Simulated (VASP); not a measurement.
# Al6NiPt5 (P4/mmm) in VASP: relaxation of cell and atoms with PBE

Aim: the relaxation of cell and atoms of Al6NiPt5 with PBE.

All numbers are computed with VASP 6.6.1; they aren't measurements. Logs are shortened: lines on timing, memory, paths and dates and some standing lists are left out, and cuts for length are marked.

## Step 1: The cell of the first run

Symmetry: P4/mmm, No. 123, tetragonal system. Conventional cell: a = 4.420 Å, b = 4.420 Å, c = 8.832 Å, α = 90.00°, β = 90.00°, γ = 90.00°. Within 3.5 Å of Al (site symmetry mmm) lie 8 Pt at 2.63 to 2.71 Å and 6 Al at 3.00 to 3.13 Å. Within 3.5 Å of Al (site symmetry 2mm) lie 2 Ni at 2.62 Å and 6 Pt at 2.62 to 2.71 Å and 6 Al at 2.82 to 3.13 Å. Within 3.5 Å of Ni (site symmetry 4/mmm) lie 8 Al at 2.62 Å and 6 Pt at 2.84 to 3.13 Å. Within 3.5 Å of Pt (site symmetry 4mm) lie 8 Al at 2.63 to 2.71 Å and 6 Pt at 2.86 to 3.13 Å. Pt (site symmetry 4/mmm) has 8 Al at 2.62 Å and 2 Pt at 2.99 Å and 4 Ni at 3.13 Å within 3.5 Å. Within 3.5 Å of Pt (site symmetry 4mm) lie 8 Al at 2.63 to 2.71 Å and 1 Ni at 2.84 Å and 5 Pt at 3.13 to 3.14 Å.

## Step 2: Relaxation of cell and atoms, PBE

INCAR reads:

```
PREC = Accurate ; ENCUT = 600
EDIFF = 1E-6 ; ISMEAR = 0
SIGMA = 0.1 ; LREAL = F
LASPH = T ; NELM = 100
ALGO = Fast ; ISIF = 3
LWAVE = F ; LCHARG = F
GGA = PE ; IBRION = 2
NSW = 100 ; EDIFFG = -0.01
```

KPOINTS reads:

```
Automatic mesh
0
Gamma
  8 8 4
```

POSCAR reads:

```
Al6NiPt5
1.0
    4.4199940433      0.0000000000      0.0000000000
    0.0000000000      4.4199940433      0.0000000000
    0.0000000000      0.0000000000      8.8322184271
Al Ni Pt
6 1 5
Direct
    0.5000000000      0.0000000000      0.0000000000
    0.5000000000      0.0000000000      0.3401039445
    0.5000000000      0.0000000000      0.6598960555
    0.0000000000      0.5000000000      0.0000000000
    0.0000000000      0.5000000000      0.3401039445
    0.0000000000      0.5000000000      0.6598960555
    0.0000000000      0.0000000000      0.5000000000
    0.5000000000      0.5000000000      0.1619047606
    0.5000000000      0.5000000000      0.5000000000
    0.5000000000      0.5000000000      0.8380952394
    0.0000000000      0.0000000000      0.1779194195
    0.0000000000      0.0000000000      0.8220805805
```

Potentials or basis: VASP PAW PBE potentials, release 64 (Al, Ni, Pt).

Run with:

```console
$ cat potpaw_PBE.64/Al/POTCAR potpaw_PBE.64/Ni/POTCAR potpaw_PBE.64/Pt/POTCAR > POTCAR
$ mpirun -np 1 vasp_std > vasp.out
```

OUTCAR:

```text
PREC = Accurate
   ENCUT = 600
   EDIFF = 1E-6
   ISMEAR = 0
   LREAL = F
   LASPH = T
   NELM = 100
   ISIF = 3
   GGA = PE
   IBRION = 2
   NSW = 100
   EDIFFG = -0.01

 ion  position               nearest neighbor table
   1  0.500  0.000  0.000-   8 2.63  10 2.63   8 2.63  10 2.63  11 2.71  12 2.71  11 2.71  12 2.71
                             2 3.00   3 3.00   4 3.13   4 3.13   4 3.13   4 3.13
   2  0.500  0.000  0.340-   7 2.62   9 2.62   9 2.62   7 2.62  11 2.63  11 2.63   8 2.71   8 2.71
                             3 2.82   1 3.00   5 3.13   5 3.13   5 3.13   5 3.13
   3  0.500  0.000  0.660-   7 2.62   9 2.62   9 2.62   7 2.62  12 2.63  12 2.63  10 2.71  10 2.71
                             2 2.82   1 3.00   6 3.13   6 3.13   6 3.13   6 3.13
   4  0.000  0.500  0.000-   8 2.63  10 2.63   8 2.63  10 2.63  11 2.71  12 2.71  11 2.71  12 2.71
                             5 3.00   6 3.00   1 3.13   1 3.13   1 3.13   1 3.13
   5  0.000  0.500  0.340-   7 2.62   9 2.62   7 2.62   9 2.62  11 2.63  11 2.63   8 2.71   8 2.71
                             6 2.82   4 3.00   2 3.13   2 3.13   2 3.13   2 3.13
   6  0.000  0.500  0.660-   7 2.62   9 2.62   7 2.62   9 2.62  12 2.63  12 2.63  10 2.71  10 2.71
                             5 2.82   4 3.00   3 3.13   3 3.13   3 3.13   3 3.13
   7  0.000  0.000  0.500-   2 2.62   3 2.62   5 2.62   6 2.62   5 2.62   6 2.62   2 2.62   3 2.62
                            11 2.84  12 2.84   9 3.13   9 3.13   9 3.13   9 3.13
   8  0.500  0.500  0.162-   1 2.63   4 2.63   1 2.63   4 2.63   2 2.71   2 2.71   5 2.71   5 2.71
                            10 2.86   9 2.99  11 3.13  11 3.13  11 3.13  11 3.13
   9  0.500  0.500  0.500-   2 2.62   3 2.62   5 2.62   6 2.62   2 2.62   3 2.62   5 2.62   6 2.62
                             8 2.99  10 2.99   7 3.13   7 3.13   7 3.13   7 3.13
  10  0.500  0.500  0.838-   1 2.63   4 2.63   1 2.63   4 2.63   3 2.71   3 2.71   6 2.71   6 2.71
                             8 2.86   9 2.99  12 3.13  12 3.13  12 3.13  12 3.13
  11  0.000  0.000  0.178-   2 2.63   5 2.63   5 2.63   2 2.63   4 2.71   4 2.71   1 2.71   1 2.71
                             7 2.84   8 3.13   8 3.13   8 3.13   8 3.13  12 3.14
  12  0.000  0.000  0.822-   3 2.63   6 2.63   6 2.63   3 2.63   4 2.71   4 2.71   1 2.71   1 2.71
                             7 2.84  10 3.13  10 3.13  10 3.13  10 3.13  11 3.14

  LATTYP: Found a simple tetragonal cell.
 ALAT       =     4.4199940433
 C/A-ratio  =     1.9982421561

  Lattice vectors:

 A1 = (   4.4199940433,   0.0000000000,   0.0000000000)
 A2 = (   0.0000000000,   4.4199940433,   0.0000000000)
 A3 = (   0.0000000000,   0.0000000000,   8.8322184271)

Analysis of symmetry for initial positions (statically):
=====================================================================
 Subroutine PRICEL returns:
 Original cell was already a primitive cell.

 Routine SETGRP: Setting up the symmetry group for a
 simple tetragonal supercell.

 Subroutine GETGRP returns: Found 16 space group operations
 (whereof 16 operations were pure point group operations)
 out of a pool of 16 trial point group operations.

The static configuration has the point symmetry D_4h.

Analysis of symmetry for dynamics (positions and initial velocities):
=====================================================================
 Subroutine PRICEL returns:
 Original cell was already a primitive cell.

 Routine SETGRP: Setting up the symmetry group for a
 simple tetragonal supercell.

 Subroutine GETGRP returns: Found 16 space group operations
 (whereof 16 operations were pure point group operations)
 out of a pool of 16 trial point group operations.

The dynamic configuration has the point symmetry D_4h.

 Subroutine INISYM returns: Found 16 space group operations
 (whereof 16 operations are pure point group operations),
 and found     1 'primitive' translations

----------------------------------------------------------------------------------------

                                     Primitive cell

  volume of cell :     172.5493

  direct lattice vectors                    reciprocal lattice vectors
     4.419994043  0.000000000  0.000000000     0.226244649  0.000000000  0.000000000
     0.000000000  4.419994043  0.000000000     0.000000000  0.226244649  0.000000000
     0.000000000  0.000000000  8.832218427     0.000000000  0.000000000  0.113221838

  length of vectors
     4.419994043  4.419994043  8.832218427     0.226244649  0.226244649  0.113221838

  position of ions in fractional coordinates (direct lattice)
     0.500000000  0.000000000  0.000000000
     0.500000000  0.000000000  0.340103945
     0.500000000  0.000000000  0.659896055
     0.000000000  0.500000000  0.000000000
[... 74 lines left out ...]
  0.375000  0.125000  0.250000     16.000000
  0.500000  0.125000  0.250000      8.000000
 [... further k-points ...]
   k-points           NKPTS =     45   k-points in BZ     NKDIM =     45   number of bands    NBANDS=     46
   number of dos      NEDOS =    301   number of ions     NIONS =     12
   total plane-waves  NPLWV =  93312
   dimension x,y,z NGX =    36 NGY =   36 NGZ =   72
   dimension x,y,z NGXF=    72 NGYF=   72 NGZF=  144
   ions per type =               6   1   5
   NGX,Y,Z   is equivalent  to a cutoff of  13.54, 13.54, 13.55 a.u.
   NGXF,Y,Z  is equivalent  to a cutoff of  27.08, 27.08, 27.10 a.u.
 SYSTEM =  unknown system
   PREC   = accura    normal or accurate (medium, high low for compatibility)
   ISTART =      0    job   : 0-new  1-cont  2-samecut
   ICHARG =      2    charge: 1-file 2-atom 10-const
   ISPIN  =      1    spin polarized calculation?
   LNONCOLLINEAR =      F non collinear calculations
   LSORBIT =      F    spin-orbit coupling
   LASPH  =      T    aspherical Exc in radial PAW
   ENCUT  =  600.0 eV  44.10 Ry    6.64 a.u.   8.83  8.83 17.64*2*pi/ulx,y,z
   NELM   =    100;   NELMIN=  2; NELMDL= -5     # of ELM steps
   EDIFF  = 0.1E-05   stopping-criterion for ELM
   LREAL  =      F    real-space projection
   EDIFFG = -.1E-01   stopping-criterion for IOM
   NSW    =    100    number of steps for IOM
   IBRION =      2    ionic relax: 0-MD 1-quasi-New 2-CG
   NFREE  =      1    steps in history (QN), initial steepest desc. (CG)
   ISIF   =      3    stress and relaxation
   ISYM   =      2    0-nonsym 1-usesym 2-fastsym
   POTIM  = 0.5000    time-step for ionic-motion
   TEBEG  =    0.0;   TEEND  =   0.0 temperature during run
   PSTRESS=    0.0 pullay stress
   NELECT =      78.0000    total number of electrons
   NUPDOWN=      -1.0000    fix difference up-down
   EMIN   =  10.00;   EMAX   =-10.00  energy-range for DOS
   EFERMI =   0.00;   METHOD = LEGACY
   ISMEAR =     0;   SIGMA  =   0.10  broadening in eV -4-tet -1-fermi 0-gaus
   EFERMI_NEDOS =   21; number of points for ismear=-14 and -15
   IALGO  =     68    algorithm
   IMIX   =      4    mixing-type and parameters
     AMIX     =   0.40;   BMIX     =  1.00
     AMIX_MAG =   1.60;   BMIX_MAG =  1.00
  volume/ion in A,a.u.               =      14.38        97.04
  Fermi-wavevector in a.u.,A,eV,Ry     =   1.256421  2.374292 21.478084  1.578595
  Thomas-Fermi vector in A             =   2.390130
   LORBIT       =      0    0 simple, 1 ext, 2 COOP (PROOUT), +10 PAW based schemes
   GGA     = PE    functional components
   LHFCALC =     F    Hartree Fock is set to
   AEXX    =    0.0000 exact exchange contribution
   IVDW    =     0    specifies the selected vdW correction
   LEPSILON=     F    determine dielectric tensor
   LRPA    =     F    only Hartree local field effects (RPA)
 conjugate gradient relaxation of ions
 non-spin polarized calculation
 RMM-DIIS sequential band-by-band and
 Gauss-broadening in eV      SIGMA  =   0.10
  energy-cutoff  :      600.00
  volume of cell :      172.55
 maximum number of plane-waves:      5802
 NGX is ok and might be reduce to    36
   NGX = 17   NGY = 17   NGZ = 35

--------------------------------------- Ionic step        1  -------------------------------------------

 number of electron      77.9999987 magnetization

 Free energy of the ion-electron system (eV)
  ---------------------------------------------------
  ext. energy  EPLUGINS =         0.00000000
  ---------------------------------------------------
  free energy    TOTEN  =       -69.01384708 eV

  energy without entropy =      -68.98629814  energy(sigma->0) =      -69.00007261

------------------------ aborting loop because EDIFF is reached ----------------------------------------

  FORCE on cell =-STRESS in cart. coord.  units (eV):
  Direction    XX          YY          ZZ          XY          YZ          ZX
  --------------------------------------------------------------------------------------
  -------------------------------------------------------------------------------------
  Total       -0.7692957     -0.7692957      1.4594575      0.0000000      0.0000000      0.0000000
  in kB       -7.1431654     -7.1431654     13.5515471      0.0000000      0.0000000      0.0000000
  external PRESSURE =      -0.2449279 kB  Pullay stress =       0.0000000 kB
[... 119 lines left out ...]
  FREE ENERGIE OF THE ION-ELECTRON SYSTEM (eV)
  ---------------------------------------------------
  free  energy   TOTEN  =       -69.0430929178 eV

  energy  without entropy=      -69.0176552588  energy(sigma->0) =      -69.03037409

[... ionic steps 4 to 39 ...]

--------------------------------------- Ionic step       40  -------------------------------------------

 number of electron      77.9999998 magnetization

------------------------ aborting loop because EDIFF is reached ----------------------------------------
[... 87 lines left out ...]
--------------------------------------- Ionic step       42  -------------------------------------------

 number of electron      77.9999998 magnetization

 Free energy of the ion-electron system (eV)
  ---------------------------------------------------
  ext. energy  EPLUGINS =         0.00000000
  ---------------------------------------------------
  free energy    TOTEN  =       -69.13387987 eV

  energy without entropy =      -69.11417186  energy(sigma->0) =      -69.12402586

 E-fermi :  10.5203     XC(G=0): -12.0261

 val. band max:       10.4868081118   @ k =   0.5000   0.2500   0.5000
 cond. band min:      10.5222706665   @ k =   0.2500   0.0000   0.2500
 fundamental gap:      0.0354625547
 Fermi energy:        10.5202672121

 k-point     1 :       0.0000    0.0000    0.0000
  band No.  band energies     occupation
      1      -0.8984      2.00000
      2       0.7418      2.00000
      3       0.8240      2.00000
      4       3.3450      2.00000
      5       3.8333      2.00000
      6       4.3753      2.00000
[... 1165 lines left out ...]
     45      13.6647      0.00000
     46      13.6726      0.00000

 [... further k-points ...]

------------------------ aborting loop because EDIFF is reached ----------------------------------------

  FORCE on cell =-STRESS in cart. coord.  units (eV):
  Direction    XX          YY          ZZ          XY          YZ          ZX
  --------------------------------------------------------------------------------------
  -------------------------------------------------------------------------------------
  Total        0.0009148      0.0009148     -0.0808364      0.0000000      0.0000000      0.0000000
  in kB        0.0084513      0.0084513     -0.7467812      0.0000000      0.0000000      0.0000000
  external PRESSURE =      -0.2432929 kB  Pullay stress =       0.0000000 kB
[... 27 lines left out ...]
  FREE ENERGIE OF THE ION-ELECTRON SYSTEM (eV)
  ---------------------------------------------------
  free  energy   TOTEN  =       -69.1338798655 eV

  energy  without entropy=      -69.1141718560  energy(sigma->0) =      -69.12402586

 reached required accuracy - stopping structural energy minimisation
```

It took 1.8 h on 1 thread of Intel Xeon 6975P-C (Granite Rapids), shared host; peak memory 0.63 GiB.

Results:

```
Free energy                           : -69.1339 eV
Relaxed volume                        : 14.45 Å³/atom
Relaxed cell                          : a = 4.186 Å, b = 4.186 Å, c = 9.897 Å, α = 90.00°, β = 90.00°, γ = 90.00°
Space group after relaxing (to 0.1 Å) : P4/mmm (No. 123)
Energy gained by relaxing             : 10.0 meV/atom
Ionic steps                           : 42
Pressure after relaxing               : 0.0 GPa
Band gap on the k mesh                : zero (bands 39 and 40 overlap by 2.31 eV)
```

Forces in eV/Å, atoms in the order of the input:
```
Al   0.000  0.000  0.000
Al   0.000  0.000  0.001
Al   0.000  0.000 -0.001
Al   0.000  0.000  0.000
Al   0.000  0.000  0.001
Al   0.000  0.000 -0.001
Ni   0.000  0.000  0.000
Pt   0.000  0.000 -0.003
Pt   0.000  0.000  0.000
Pt   0.000  0.000  0.003
Pt   0.000  0.000  0.002
Pt   0.000  0.000 -0.002
```

Stress tensor (GPa, compression positive):
```
 0.00  0.00  0.00
 0.00  0.00  0.00
 0.00  0.00 -0.07
```

Step by step:
| step | energy change (eV) | largest force (eV/Å) | pressure (GPa) | volume (Å³) |
| --- | --- | --- | --- | --- |
| 1 | 0.0000 | 0.1536 | -0.02 | 172.55 |
| 3 | -0.0292 | 0.1003 | 0.03 | 172.34 |
| 5 | -0.0366 | 0.0962 | -0.19 | 172.48 |
| 7 | -0.0415 | 0.1143 | 0.46 | 171.90 |
| 9 | -0.0434 | 0.1122 | 0.52 | 171.89 |
| 11 | -0.0650 | 0.1600 | 1.34 | 171.57 |
| 13 | -0.0684 | 0.2623 | 1.86 | 171.39 |
| 15 | -0.0706 | 0.2839 | 1.76 | 171.56 |
| 17 | -0.0732 | 0.3788 | 1.44 | 172.32 |
| 19 | -0.0848 | 0.2941 | 0.43 | 173.19 |
| 21 | -0.0940 | 0.1439 | -0.93 | 174.39 |
| 23 | -0.1106 | 0.1227 | -0.29 | 173.37 |
| 25 | -0.1122 | 0.0806 | 0.35 | 172.82 |
| 27 | -0.1156 | 0.0321 | 0.08 | 173.13 |
| 29 | -0.1169 | 0.0624 | -0.17 | 173.47 |
| 31 | -0.1182 | 0.0675 | 0.20 | 173.16 |
| 33 | -0.1183 | 0.0696 | 0.31 | 173.08 |
| 35 | -0.1194 | 0.0351 | -0.07 | 173.50 |
| 37 | -0.1198 | 0.0209 | 0.10 | 173.36 |
| 39 | -0.1199 | 0.0151 | 0.11 | 173.30 |
| 41 | -0.1200 | 0.0101 | -0.04 | 173.45 |
| 42 | -0.1200 | 0.0025 | -0.02 | 173.43 |

Final structure:
```yaml
crystal:
  lattice:
    - [4.18609, 0.00000, 0.00000]
    - [0.00000, 4.18609, 0.00000]
    - [0.00000, 0.00000, 9.89707]
  atoms:
    - { symbol: Al, position: [0.50000, 0.00000, 0.00000] }
    - { symbol: Al, position: [0.50000, 0.00000, 0.34325] }
    - { symbol: Al, position: [0.50000, 0.00000, 0.65675] }
    - { symbol: Al, position: [0.00000, 0.50000, 0.00000] }
    - { symbol: Al, position: [0.00000, 0.50000, 0.34325] }
    - { symbol: Al, position: [0.00000, 0.50000, 0.65675] }
    - { symbol: Ni, position: [0.00000, 0.00000, 0.50000] }
    - { symbol: Pt, position: [0.50000, 0.50000, 0.15281] }
    - { symbol: Pt, position: [0.50000, 0.50000, 0.50000] }
    - { symbol: Pt, position: [0.50000, 0.50000, 0.84719] }
    - { symbol: Pt, position: [0.00000, 0.00000, 0.19353] }
    - { symbol: Pt, position: [0.00000, 0.00000, 0.80647] }
```

Levels at points of the mesh, in eV from the Fermi level:
| k point | band 35 | band 36 | band 37 | band 38 | band 39 | band 40 | band 41 | band 42 | band 43 | band 44 |
| --- | --- | --- | --- | --- | --- | --- | --- | --- | --- | --- |
| (0.00, 0.00, 0.00) | -1.22 | -0.99 | -0.97 | 0.61 | 0.61 | 0.78 | 0.78 | 1.48 | 1.70 | 1.88 |
| (0.50, 0.00, 0.00) | -2.08 | -1.94 | 0.19 | 0.20 | 0.73 | 0.73 | 1.31 | 1.78 | 2.86 | 3.16 |
| (0.50, 0.50, 0.00) | -1.75 | -1.75 | -1.51 | -1.43 | -0.75 | -0.64 | -0.54 | -0.28 | 1.68 | 1.96 |
| (0.00, 0.00, 0.50) | -1.22 | -1.09 | -1.09 | -0.97 | 0.15 | 0.58 | 1.48 | 1.79 | 2.08 | 2.08 |
| (0.50, 0.00, 0.50) | -1.74 | -1.62 | -1.61 | -1.27 | 1.67 | 2.24 | 2.29 | 2.31 | 2.42 | 2.51 |
| (0.50, 0.50, 0.50) | -1.86 | -1.81 | -1.81 | -1.68 | -0.72 | -0.64 | -0.62 | -0.30 | 0.71 | 1.19 |

Caveat: spin-orbit coupling is left out, which moves the levels of the heavy elements. Spin polarisation is off, so any magnetic state and its effect on volume and gap are missing.
